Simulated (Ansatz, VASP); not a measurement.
ZrBr2F2: VASP beside Ansatz

```
Zr Br F
1.0
     4.21855    0.00000    0.00000
     0.00000    4.21855    0.00000
     0.00000    0.00000   30.00536
Zr Br F
1 2 2
Direct
  0.50000 0.50000 0.28546
  0.50000 0.00000 0.34630
  0.00000 0.50000 0.34630
  0.00000 0.50000 0.25454
  0.50000 0.00000 0.25454
```

Alike in both runs: task single point; functional PBE; k mesh 4 × 4 × 1; occupations gaussian, width 0.1 eV; collinear spin.

|  | VASP | Ansatz |
| --- | --- | --- |
| version | VASP 6.6.1 | Ansatz 0.2.0 |
| potentials or method | VASP PAW PBE potentials, release 64 (Zr_sv, Br, F), cutoff 520 eV | scalar-relativistic, plane waves, PAW |
| valence electrons in the cell | 40 | 40 |

Ansatz gave:

| Quantity | Value |
| --- | --- |
| gap on the k mesh at the Fermi level (eV) | none |
| rms of the force components (eV/Å) | 0.001 |
| net moment per atom (μB) | 0.02 |
| size of the moment on the site where the two differ most (μB) | 0.05 |

Problem. Estimate VASP's values.

Solution. gap on the k mesh at the Fermi level (eV): none; rms of the force components (eV/Å): 0.004; net moment per atom (μB): 0.02; size of the moment on the site where the two differ most (μB): 0.08.

Site moments also hang on the region over which each program counts them. Atom by atom the forces differ by 0.004 eV/Å (rms over components). A gap of «none» marks a metal or a gap that the smearing closes. Ansatz's warnings: seeded moment not kept.

The k mesh is coarse, so the values compare programs but aren't converged.
